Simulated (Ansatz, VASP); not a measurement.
## MgC2 in VASP and in Ansatz

The input INCAR:

```
PREC     = Accurate       # precision mode
ENCUT    = 520            # plane-wave cutoff, eV
EDIFF    = 1E-6           # SCF threshold, eV
ISMEAR   = 0              # smearing method
SIGMA    = 0.01           # smearing width, eV
LREAL    = False          # projectors in reciprocal space
LASPH    = True           # aspherical terms in the spheres
NELM     = 60             # most SCF steps
ALGO     = Normal         # electronic algorithm
ISIF     = 2              # what is computed and relaxed
LWAVE    = False          # write WAVECAR
LCHARG   = True           # write CHGCAR
GGA      = PE             # functional
LELF     = True           # ELF
LVHAR    = True         
NBANDS   = 19             # bands
```

Contents of KPOINTS:

```
regular mesh
0
Gamma
  4 4 4
```

File POSCAR:

```
MgC2
1.0
    3.8424815651      0.0000000000      0.0000000000
    0.0000000000      3.8424815651      0.0000000000
    0.0000000000      0.0000000000      4.8503870368
Mg C
2 4
Direct
    0.5000000000      0.5000000000      0.0000000000
    0.0000000000      0.0000000000      0.5000000000
    0.8876550000      0.8876550000      0.0000000000
    0.6123450000      0.3876550000      0.5000000000
    0.1123450000      0.1123450000      0.0000000000
    0.3876550000      0.6123450000      0.5000000000
```

Input for Ansatz:

```yaml
crystal:
  lattice:
    - [3.842481565082453, 0.0, 0.0]
    - [0.0, 3.842481565082453, 0.0]
    - [0.0, 0.0, 4.850387036758969]
  atoms:
    - { symbol: Mg, position: [0.5, 0.5, 0.0] }
    - { symbol: Mg, position: [0.0, 0.0, 0.5] }
    - { symbol: C, position: [0.887655, 0.887655, 0.0] }
    - { symbol: C, position: [0.612345, 0.387655, 0.5] }
    - { symbol: C, position: [0.112345, 0.112345, 0.0] }
    - { symbol: C, position: [0.387655, 0.612345, 0.5] }
basis:
  ecutwfc: 557.833418042754
kpoints:
  mp_grid:
    grid: [4, 4, 4]
scf:
  occupations:
    method: fixed
output:
  stress: true
```

Alike in both runs: task single point; functional PBE; k mesh 4 × 4 × 4; no spin polarisation.

|  | VASP | Ansatz |
| --- | --- | --- |
| version | VASP 6.6.1 | Ansatz 0.2.0 |
| potentials or method | VASP PAW PBE potentials, release 64 (Mg, C), cutoff 520 eV | plane waves, PAW |
| occupations | gaussian, width 0.01 eV | fixed |
| valence electrons in the cell | 20 | 36 |

Ansatz gave:

| Item | Value |
| --- | --- |
| pressure (GPa) | 11.0 |
| traceless stress, the component that is largest in VASP (GPa) | -5.65 |

Question: Which values does VASP return?

Answer: Pressure (GPa): 11.0; traceless stress, the component that is largest in VASP (GPa): -5.93.

VASP's potentials hold 20 valence electrons a cell and Ansatz's 36, so a difference there can come from the potentials and not from the codes.
